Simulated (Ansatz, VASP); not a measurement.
## PbO2: VASP beside Ansatz

```xyz
3
Lattice="0.0000 2.7048 2.7048 2.7048 0.0000 2.7048 2.7048 2.7048 0.0000" Properties=species:S:1:pos:R:3 pbc="T T T"
Pb    0.0000    0.0000    0.0000
O     1.3524    1.3524    1.3524
O     4.0573    4.0573    4.0573
```

Alike in both runs: task single point; functional PBE; k mesh 9 × 9 × 9; occupations fermi-dirac, width 0.02 eV; no spin polarisation.

|  | VASP | Ansatz |
| --- | --- | --- |
| version | VASP 6.6.1 | Ansatz 0.2.0 |
| potentials or method | VASP PAW PBE potentials, release 64 (Pb_d, O), cutoff 520 eV | all-electron LAPW, scalar-relativistic |

Ansatz gave:

```
pressure (GPa) : 0.0
```

**Question.** What did VASP give for the same quantities?

**Answer.** Pressure (GPa): 0.2.

Ansatz ran all-electron here, and VASP with PAW potentials.

Neither program's run includes spin-orbit coupling.
